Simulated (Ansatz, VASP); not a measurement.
## Gd: VASP beside Ansatz

```
Gd
1.0
     3.77355    0.00000    0.00000
    -1.88678    3.26799    0.00000
     0.00000    0.00000    5.99292
Gd
2
Direct
  0.33333 0.66667 0.25000
  0.66667 0.33333 0.75000
```

Alike in both runs: task single point; functional BLYP; k mesh 13 × 13 × 7; occupations fermi-dirac, width 0.05 eV; collinear spin.

|  | VASP | Ansatz |
| --- | --- | --- |
| version | VASP 6.6.1 | Ansatz 0.2.0 |
| potentials or method | VASP PAW PBE potentials, release 64 (Gd), cutoff 520 eV | plane waves (420 eV) with PAW, scalar-relativistic |
| valence electrons in the cell | 36 | 36 |

```tsv
	VASP	Ansatz	Ansatz less VASP
pressure (GPa)	-2.0	-2.1	-0.12
net moment per atom (μB)	0.00	0.00	0.000
size of the moment on the site where the two differ most (μB)	6.88	7.19	+0.314
```

VASP's potentials were made for PBE, not for BLYP. Site moments also hang on the region over which each program counts them. Ansatz's warnings: negative readings unjudged, stability check not made.

Neither program's run includes spin-orbit coupling.
